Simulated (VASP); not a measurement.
## Ge: single point with PBE

Ge:

```xyz
2
Lattice="0.0000 2.8200 2.8200 2.8200 0.0000 2.8200 2.8200 2.8200 0.0000" Properties=species:S:1:pos:R:3 pbc="T T T"
Ge    0.0000    0.0000    0.0000
Ge    1.4100    1.4100    1.4100
```

```json
{
 "Program": "VASP 6.6.1",
 "Task": "single point",
 "Functional": "PBE",
 "Potentials or basis": "VASP PAW PBE potentials, release 64 (Ge_d)",
 "Cutoff": "500 eV",
 "k mesh": "6 × 6 × 6",
 "Occupations": "fermi-dirac, width 0.025 eV",
 "Spin": "no spin polarisation"
}
```

```yaml
Pressure: 4.1 GPa
Band_gap_on_the_k_mesh: 0.12 eV, direct
```

Levels at points of the mesh, in eV from the valence-band top:
```tsv
k point	band 10	band 11	band 12	band 13	band 14	band 15	band 16	band 17	band 18	band 19
(0.00, 0.00, 0.00)	-24.56	-12.85	0.00	0.00	0.00	0.12	2.55	2.55	2.55	6.45
(0.50, 0.00, 0.00)	-24.53	-10.73	-7.64	-1.42	-1.42	0.21	3.75	3.75	7.14	10.63
(0.50, 0.50, 0.00)	-24.52	-8.92	-8.92	-3.11	-3.11	0.74	0.74	9.59	9.59	11.71
```

Run time: 21 s on 1 thread of AMD EPYC 7R43 64-Core Processor (Zen 3), with other jobs on the host, peak memory 0.12 GiB.

A k mesh can miss the band edges.
